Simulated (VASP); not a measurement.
# P (Pm-3m) in VASP: a series of runs

P is run at these levels: PBE+D3(BJ); tasks: relaxation of cell and atoms, single point.

Everything below comes from runs of VASP 6.6.1. Logs are shortened: lines on timing, memory, paths and dates and some standing lists are left out, and cuts for length are marked.

### 1 The cell of the first run

Symmetry: Pm-3m, No. 221, cubic system. Conventional cell: a = 2.253 Å, b = 2.253 Å, c = 2.253 Å, α = 90.00°, β = 90.00°, γ = 90.00°. Within 3.0 Å of P (site symmetry m-3m) lie 6 P at 2.25 Å.

### 2 Relaxation of cell and atoms, PBE+D3(BJ), target pressure 40 GPa, at which the enthalpy is minimised

File INCAR:

```
SYSTEM = P
ALGO = Normal
EDIFF = 1E-6
EDIFFG = -0.008
ENCUT = 600
GGA = PE
IBRION = 2
ISIF = 3
ISMEAR = 0
IVDW = 12
LASPH = .TRUE.
LCHARG = .FALSE.
LREAL = .FALSE.
LWAVE = .FALSE.
NELM = 80
NSW = 70
PREC = Accurate
PSTRESS = 400.0
SIGMA = 0.1
```

File KPOINTS:

```
k-points
0
G
  18 18 18
  0 0 0
```

File POSCAR:

```
P
1.0
    2.2531364035      0.0000000000      0.0000000000
    0.0000000000      2.2531364035      0.0000000000
    0.0000000000      0.0000000000      2.2531364035
P
1
Direct
    0.0000000000      0.0000000000      0.0000000000
```

Potentials or basis: VASP PAW PBE potentials, release 64 (P).

Started as:

```console
> cat potpaw_PBE.64/P/POTCAR > POTCAR
> mpirun -np 1 vasp_std > vasp.out
```

OUTCAR:

```text
SYSTEM = P
   EDIFF = 1E-6
   EDIFFG = -0.008
   ENCUT = 600
   GGA = PE
   IBRION = 2
   ISIF = 3
   ISMEAR = 0
   IVDW = 12
   LASPH = .TRUE.
   LREAL = .FALSE.
   NELM = 80
   NSW = 70
   PREC = Accurate
   PSTRESS = 400.0
 IVDW          = 12

 ion  position               nearest neighbor table
   1  0.000  0.000  0.000-

  LATTYP: Found a simple cubic cell.
 ALAT       =     2.2531364035

  Lattice vectors:

 A1 = (   2.2531364035,   0.0000000000,   0.0000000000)
 A2 = (   0.0000000000,   2.2531364035,   0.0000000000)
 A3 = (   0.0000000000,   0.0000000000,   2.2531364035)

Analysis of symmetry for initial positions (statically):
=====================================================================
 Subroutine PRICEL returns:
 Original cell was already a primitive cell.

 Routine SETGRP: Setting up the symmetry group for a
 simple cubic supercell.

 Subroutine GETGRP returns: Found 48 space group operations
 (whereof 48 operations were pure point group operations)
 out of a pool of 48 trial point group operations.

The static configuration has the point symmetry O_h .

Analysis of symmetry for dynamics (positions and initial velocities):
=====================================================================
 Subroutine PRICEL returns:
 Original cell was already a primitive cell.

 Routine SETGRP: Setting up the symmetry group for a
 simple cubic supercell.

 Subroutine GETGRP returns: Found 48 space group operations
 (whereof 48 operations were pure point group operations)
 out of a pool of 48 trial point group operations.

The dynamic configuration has the point symmetry O_h .

 Subroutine INISYM returns: Found 48 space group operations
 (whereof 48 operations are pure point group operations),
 and found     1 'primitive' translations

----------------------------------------------------------------------------------------

                                     Primitive cell

  volume of cell :      11.4383

  direct lattice vectors                    reciprocal lattice vectors
     2.253136404  0.000000000  0.000000000     0.443825770  0.000000000  0.000000000
     0.000000000  2.253136404  0.000000000     0.000000000  0.443825770  0.000000000
     0.000000000  0.000000000  2.253136404     0.000000000  0.000000000  0.443825770

  length of vectors
     2.253136404  2.253136404  2.253136404     0.443825770  0.443825770  0.443825770

  position of ions in fractional coordinates (direct lattice)
     0.000000000  0.000000000  0.000000000

  ion indices of the primitive-cell ions
   primitive index   ion index
                 1           1

----------------------------------------------------------------------------------------

 KPOINTS: k-points

Automatic generation of k-mesh.
 Grid dimensions read from file:
 generate k-points for:   18   18   18

 Generating k-lattice:

  Cartesian coordinates                     Fractional coordinates (reciprocal lattice)
     0.024656987  0.000000000  0.000000000     0.055555556  0.000000000  0.000000000
     0.000000000  0.024656987  0.000000000     0.000000000  0.055555556  0.000000000
     0.000000000  0.000000000  0.024656987     0.000000000  0.000000000  0.055555556

  Length of vectors
     0.024656987  0.024656987  0.024656987

  Shift w.r.t. Gamma in fractional coordinates (k-lattice)
     0.000000000  0.000000000  0.000000000

 Subroutine IBZKPT returns following result:
 ===========================================

 Found    220 irreducible k-points:

 Following reciprocal coordinates:
            Coordinates               Weight
  0.000000  0.000000  0.000000      1.000000
  0.055556  0.000000  0.000000      6.000000
  0.111111  0.000000  0.000000      6.000000
  0.166667  0.000000  0.000000      6.000000
  0.222222  0.000000  0.000000      6.000000
  0.277778  0.000000  0.000000      6.000000
[... 16 lines left out ...]
  0.277778  0.111111  0.000000     24.000000
  0.333333  0.111111  0.000000     24.000000
 [... further k-points ...]
   k-points           NKPTS =    220   k-points in BZ     NKDIM =    220   number of bands    NBANDS=      6
   number of dos      NEDOS =    301   number of ions     NIONS =      1
   total plane-waves  NPLWV =   5832
   dimension x,y,z NGX =    18 NGY =   18 NGZ =   18
   dimension x,y,z NGXF=    36 NGYF=   36 NGZF=   36
   ions per type =               1
   NGX,Y,Z   is equivalent  to a cutoff of  13.28, 13.28, 13.28 a.u.
   NGXF,Y,Z  is equivalent  to a cutoff of  26.56, 26.56, 26.56 a.u.
 SYSTEM =  P
   PREC   = accura    normal or accurate (medium, high low for compatibility)
   ISTART =      0    job   : 0-new  1-cont  2-samecut
   ICHARG =      2    charge: 1-file 2-atom 10-const
   ISPIN  =      1    spin polarized calculation?
   LNONCOLLINEAR =      F non collinear calculations
   LSORBIT =      F    spin-orbit coupling
   LASPH  =      T    aspherical Exc in radial PAW
   ENCUT  =  600.0 eV  44.10 Ry    6.64 a.u.   4.50  4.50  4.50*2*pi/ulx,y,z
[... 39 lines left out ...]

--------------------------------------- Ionic step        1  -------------------------------------------

 number of electron       4.9999999 magnetization

 Free energy of the ion-electron system (eV)
  ---------------------------------------------------
  ext. energy  EPLUGINS =         0.00000000
  ---------------------------------------------------
  free energy    TOTEN  =        -4.89029860 eV

  energy without entropy =       -4.88886208  energy(sigma->0) =       -4.88958034

------------------------ aborting loop because EDIFF is reached ----------------------------------------

 Edisp (eV)   -0.61808

 E8    (eV) :    -0.2327

  FORCE on cell =-STRESS in cart. coord.  units (eV):
  Direction    XX          YY          ZZ          XY          YZ          ZX
  --------------------------------------------------------------------------------------
  -------------------------------------------------------------------------------------
  Total       2.74506     2.74506     2.74506     0.00000     0.00000    -0.00000
  in kB     384.50308   384.50308   384.50308     0.00000     0.00000    -0.00000
  external pressure =      -15.50 kB  Pullay stress =      400.00 kB

 VOLUME and BASIS-vectors are now :
 -----------------------------------------------------------------------------
  energy-cutoff  :      600.00
  volume of cell :       11.44
      direct lattice vectors                 reciprocal lattice vectors
     2.253136404  0.000000000  0.000000000     0.443825770  0.000000000  0.000000000
     0.000000000  2.253136404  0.000000000     0.000000000  0.443825770  0.000000000
     0.000000000  0.000000000  2.253136404     0.000000000  0.000000000  0.443825770
[... 48 lines left out ...]
  FREE ENERGIE OF THE ION-ELECTRON SYSTEM (eV)
  ---------------------------------------------------
  free  energy   TOTEN  =        -5.4622220682 eV

  energy  without entropy=       -5.4610022684  energy(sigma->0) =       -5.46161217

  enthalpy is  TOTEN    =        -2.6520090020 eV   P V=        2.8102130662

--------------------------------------- Ionic step        3  -------------------------------------------

 number of electron       4.9999999 magnetization

 Free energy of the ion-electron system (eV)
  ---------------------------------------------------
  ext. energy  EPLUGINS =         0.00000000
  ---------------------------------------------------
  free energy    TOTEN  =        -4.87027926 eV

  energy without entropy =       -4.86893285  energy(sigma->0) =       -4.86960605

 E-fermi :  13.3981     XC(G=0): -12.4014

 val. band max:       13.3908279357   @ k =   0.1667   0.1667   0.1667
 cond. band min:      13.4080970789   @ k =   0.3333   0.2222   0.2222
 fundamental gap:      0.0172691432
 Fermi energy:        13.3980938698

 k-point     1 :       0.0000    0.0000    0.0000
  band No.  band energies     occupation
      1      -5.7654      2.00000
      2      19.9197      0.00000
      3      19.9197      0.00000
      4      20.0311      0.00000
      5      20.0311      0.00000
      6      20.0311      0.00000

 k-point     2 :       0.0556    0.0000    0.0000
  band No.  band energies     occupation
      1      -5.6801      2.00000
      2      17.6003      0.00000
      3      19.9878      0.00000
      4      20.1007      0.00000
      5      20.1007      0.00000
      6      22.2569      0.00000
[... 181 lines left out ...]
 k-point    23 :       0.2778    0.1111    0.0000
  band No.  band energies     occupation
      1      -3.3204      2.00000
      2       8.8534      2.00000
      3      17.2558      0.00000
      4      21.9940      0.00000
      5      24.5109      0.00000
      6      29.7515      0.00000

 k-point    24 :       0.3333    0.1111    0.0000
  band No.  band energies     occupation
      1      -2.4198      2.00000
      2       6.9037      2.00000
      3      17.9370      0.00000
      4      22.6812      0.00000
      5      25.0635      0.00000
      6      28.5620      0.00000

 [... further k-points ...]

------------------------ aborting loop because EDIFF is reached ----------------------------------------

 Edisp (eV)   -0.62174

 E8    (eV) :    -0.2340

  FORCE on cell =-STRESS in cart. coord.  units (eV):
  Direction    XX          YY          ZZ          XY          YZ          ZX
  --------------------------------------------------------------------------------------
  -------------------------------------------------------------------------------------
  Total       2.83987     2.83987     2.83987    -0.00000     0.00000     0.00000
  in kB     400.12281   400.12281   400.12281    -0.00000     0.00000     0.00000
  external pressure =        0.12 kB  Pullay stress =      400.00 kB

 VOLUME and BASIS-vectors are now :
 -----------------------------------------------------------------------------
  energy-cutoff  :      600.00
  volume of cell :       11.37
      direct lattice vectors                 reciprocal lattice vectors
     2.248735490 -0.000000000 -0.000000000     0.444694365 -0.000000000 -0.000000000
     0.000000000  2.248735490 -0.000000000     0.000000000  0.444694365 -0.000000000
     0.000000000  0.000000000  2.248735490     0.000000000  0.000000000  0.444694365

 POSITION                                       TOTAL-FORCE (eV/Angst)
 -----------------------------------------------------------------------------------
      0.00000      0.00000      0.00000        -0.000000     -0.000000      0.000000
 -----------------------------------------------------------------------------------
    total drift:                               -0.000000      0.000000      0.000000

  FREE ENERGIE OF THE ION-ELECTRON SYSTEM (eV)
  ---------------------------------------------------
  free  energy   TOTEN  =        -5.4920160728 eV

  energy  without entropy=       -5.4906696667  energy(sigma->0) =       -5.49134287

  enthalpy is  TOTEN    =        -2.6530217039 eV   P V=        2.8389943689

 reached required accuracy - stopping structural energy minimisation
```

Wall time 12 s (1 thread of Intel Xeon Platinum 8488C (Sapphire Rapids), shared host); peak memory 0.14 GiB.

What came out:

```yaml
Free_energy: -5.4920 eV
Relaxed_volume: 11.37 Å³/atom
Relaxed_cell: a = 2.249 Å, b = 2.249 Å, c = 2.249 Å, α = 90.00°, β = 90.00°, γ = 90.00°
Space_group_after_relaxing_to_0.05_Å: Pm-3m (No. 221)
Energy_change_on_relaxing_the_enthalpy_is_what_falls: +16.4 meV/atom
Ionic_steps: 3
Pressure_after_relaxing: 40.0 GPa
Dispersion_energy_per_atom: -0.622 eV
```

The path:
```tsv
step	energy change (eV)	largest force (eV/Å)	pressure (GPa)	volume (Å³)
1	0.0000	0.0000	38.45	11.44
2	0.0462	0.0000	42.84	11.26
3	0.0164	0.0000	40.01	11.37
```

Final structure:
```yaml
crystal:
  lattice:
    - [2.24874, 0.00000, 0.00000]
    - [0.00000, 2.24874, 0.00000]
    - [0.00000, 0.00000, 2.24874]
  atoms:
    - { symbol: P, position: [0.00000, 0.00000, 0.00000] }
```

Levels at points of the mesh, in eV from the Fermi level:
| k point | band 1 | band 2 | band 3 | band 4 | band 5 | band 6 |
| --- | --- | --- | --- | --- | --- | --- |
| (0.00, 0.00, 0.00) | -19.16 | 6.52 | 6.52 | 6.63 | 6.63 | 6.63 |
| (0.50, 0.00, 0.00) | -13.45 | -10.88 | 9.67 | 10.67 | 10.67 | 15.58 |
| (0.50, 0.50, 0.00) | -7.06 | -6.44 | -6.44 | -0.59 | 14.55 | 18.75 |
| (0.50, 0.50, 0.50) | -2.31 | -2.31 | -2.31 | 1.83 | 3.87 | 3.87 |

Caveat: the cell is relaxed towards a set pressure, so the enthalpy falls and the energy may rise; pairwise dispersion overbinds metals, which lowers pressure and volume.

### 3 Single point, PBE+D3(BJ)

This run uses another cell than the first one, of 14.22 Å³/atom, 1.243 times its volume.

File INCAR:

```
PREC     = Accurate       # precision mode
ENCUT    = 520            # plane-wave cutoff, eV
EDIFF    = 1E-7           # SCF threshold, eV
ISMEAR   = 0              # smearing method
SIGMA    = 0.1            # smearing width, eV
LREAL    = False          # projectors in reciprocal space
LASPH    = True           # aspherical terms in the spheres
NELM     = 80             # most SCF steps
ALGO     = Normal         # electronic algorithm
ISIF     = 2              # what is computed and relaxed
LWAVE    = False          # write WAVECAR
LCHARG   = False          # write CHGCAR
GGA      = PE             # functional
IVDW     = 12             # dispersion correction
NBANDS   = 8              # bands
```

File KPOINTS:

```
Automatic mesh
0
Gamma
  18 18 18
```

File POSCAR:

```
P
1.0
    2.4227098463      0.0000000000      0.0000000000
    0.0000000000      2.4227098463      0.0000000000
    0.0000000000      0.0000000000      2.4227998508
P
1
Direct
    0.0000000000      0.0000000000      0.0000000000
```

Potentials or basis: VASP PAW PBE potentials, release 64 (P).

Started as:

```console
> cat potpaw_PBE.64/P/POTCAR > POTCAR
> mpirun -np 1 vasp_std > vasp.out
```

It took 22 s on 1 thread of Intel Xeon Platinum 8488C (Sapphire Rapids), shared host; peak memory 0.16 GiB.

It converged, with:

| Quantity | Value |
| --- | --- |
| Free energy | -5.7587 eV |
| Pressure | -2.4 GPa |
| Dispersion energy per atom | -0.497 eV |

Levels at points of the mesh, in eV from the Fermi level:
```tsv
k point	band 1	band 2	band 3	band 4	band 5	band 6	band 7
(0.00, 0.00, 0.00)	-16.66	5.23	5.24	5.24	6.86	6.86	14.66
(0.50, 0.00, 0.00)	-12.21	-8.78	8.16	8.16	9.47	14.55	14.55
(0.50, 0.50, 0.00)	-7.38	-5.30	-5.30	0.94	10.87	17.13	17.13
(0.00, 0.00, 0.50)	-12.21	-8.78	8.16	8.16	9.47	14.55	14.55
(0.50, 0.00, 0.50)	-7.38	-5.30	-5.30	0.94	10.87	17.13	17.14
(0.50, 0.50, 0.50)	-2.12	-2.12	-2.12	-1.30	4.69	4.69	4.69
```

Caveat: pairwise dispersion overbinds metals, which lowers pressure and volume.

### 4 Relaxation of cell and atoms, PBE+D3(BJ), target pressure 20 GPa, at which the enthalpy is minimised

This run uses another cell than the first one, of 12.36 Å³/atom, 1.080 times its volume.

File INCAR:

```
SYSTEM = P
ALGO = Normal
EDIFF = 1E-6
EDIFFG = -0.008
ENCUT = 600
GGA = PE
IBRION = 2
ISIF = 3
ISMEAR = 0
IVDW = 12
LASPH = .True.
LCHARG = .False.
LREAL = .False.
LWAVE = .False.
NELM = 80
NSW = 70
PREC = Accurate
PSTRESS = 200.0
SIGMA = 0.1
```

File KPOINTS:

```
k-points
0
Gamma
  18 18 18
  0 0 0
```

File POSCAR:

```
P
1.0
    2.3120296919      0.0000000000      0.0000000000
    0.0000000000      2.3120296919      0.0000000000
    0.0000000000      0.0000000000      2.3120352324
P
1
Direct
    0.0000000000      0.0000000000      0.0000000000
```

Started as:

```console
> cat potpaw_PBE.64/P/POTCAR > POTCAR
> mpirun -np 1 vasp_std > vasp.out
```

Wall time 9.8 s (1 thread of Intel Xeon Platinum 8488C (Sapphire Rapids), shared host); peak memory 0.13 GiB.

Results (log left out):

- Free energy: -5.6741 eV
- Pressure after relaxing: 20.0 GPa
- Dispersion energy per atom: -0.572 eV

Final structure:
```yaml
crystal:
  lattice:
    - [2.31203, 0.00000, 0.00000]
    - [0.00000, 2.31203, 0.00000]
    - [0.00000, 0.00000, 2.31204]
  atoms:
    - { symbol: P, position: [0.00000, 0.00000, 0.00000] }
```

Levels at points of the mesh, in eV from the Fermi level:
| k point | band 1 | band 2 | band 3 | band 4 | band 5 | band 6 |
| --- | --- | --- | --- | --- | --- | --- |
| (0.00, 0.00, 0.00) | -18.21 | 6.06 | 6.06 | 6.06 | 6.63 | 6.63 |
| (0.50, 0.00, 0.00) | -12.99 | -10.09 | 9.57 | 9.65 | 9.65 | 15.15 |
| (0.50, 0.50, 0.00) | -7.21 | -6.03 | -6.03 | -0.01 | 13.05 | 18.09 |
| (0.50, 0.50, 0.50) | -2.28 | -2.28 | -2.28 | 0.53 | 4.17 | 4.17 |

Caveat: the relaxation stopped at its first step, so nothing moved; the cell is relaxed towards a set pressure, so the enthalpy falls and the energy may rise; pairwise dispersion overbinds metals, which lowers pressure and volume.

### 5 Single point, PBE+D3(BJ)

This run uses another cell than the first one, of 13.95 Å³/atom, 1.220 times its volume.

File INCAR:

```
PREC = Accurate
ENCUT = 520
EDIFF = 1E-6
ISMEAR = 0
SIGMA = 0.1
LREAL = False
LASPH = True
NELM = 100
ALGO = Normal
ISIF = 2
LWAVE = False
LCHARG = False
GGA = PE
IVDW = 12
NBANDS = 8
```

File KPOINTS:

```
regular mesh
0
Gamma
  10 10 10
```

File POSCAR:

```
P
1.0
    2.4072603253      0.0000000000      0.0000000000
    0.0000000000      2.4072603253      0.0000000000
    0.0000000000      0.0000000000      2.4073685778
P
1
Direct
    0.0000000000      0.0000000000      0.0000000000
```

Started as:

```console
> cat potpaw_PBE.64/P/POTCAR > POTCAR
> mpirun -np 1 vasp_std > vasp.out
```

Run time: 3.5 s. Hardware: 1 thread of Intel Xeon 6975P-C (Granite Rapids), shared host; peak memory 0.12 GiB.

The run converged. Its results:

- Free energy: -5.7884 eV
- Pressure: -0.3 GPa
- Dispersion energy per atom: -0.507 eV

Levels at points of the mesh, in eV from the Fermi level:
```csv
k point,band 1,band 2,band 3,band 4,band 5,band 6,band 7
"(0.00, 0.00, 0.00)",-17.11,5.09,5.09,5.09,6.58,6.58,14.64
"(0.50, 0.00, 0.00)",-12.56,-9.20,8.10,8.10,9.23,14.38,14.38
"(0.50, 0.50, 0.00)",-7.60,-5.65,-5.65,0.56,10.90,17.01,17.01
"(0.00, 0.00, 0.50)",-12.56,-9.20,8.10,8.10,9.23,14.38,14.38
"(0.50, 0.00, 0.50)",-7.60,-5.65,-5.65,0.56,10.90,17.01,17.01
"(0.50, 0.50, 0.50)",-2.40,-2.40,-2.40,-1.32,4.37,4.37,4.37
```

Caveat: pairwise dispersion overbinds metals, which lowers pressure and volume.

### 6 Overview

```csv
task,cell,k mesh,cutoff (eV),gap on the mesh (eV),pressure (GPa)
relaxation of cell and atoms,"relaxed to 40 GPa from a = 2.253 Å, 1 atom",18 × 18 × 18,600,none,40.0
single point,"a = 2.423 Å, 1 atom",18 × 18 × 18,520,none,-2.4
relaxation of cell and atoms,"relaxed to 20 GPa from a = 2.312 Å, 1 atom",18 × 18 × 18,600,none,20.0
single point,"a = 2.407 Å, 1 atom",10 × 10 × 10,520,none,-0.3
```

Alike in all rows: level PBE+D3(BJ); potentials or basis VASP PAW PBE potentials, release 64 (P); no spin polarisation; smearing gaussian 0.1 eV.

Caveats: pairwise dispersion overbinds metals, which lowers pressure and volume; the cell is relaxed towards a set pressure, so the enthalpy falls and the energy may rise (some runs); the relaxation stopped at its first step, so nothing moved (some runs).

Absolute energies hang on the potentials; compare differences alone.
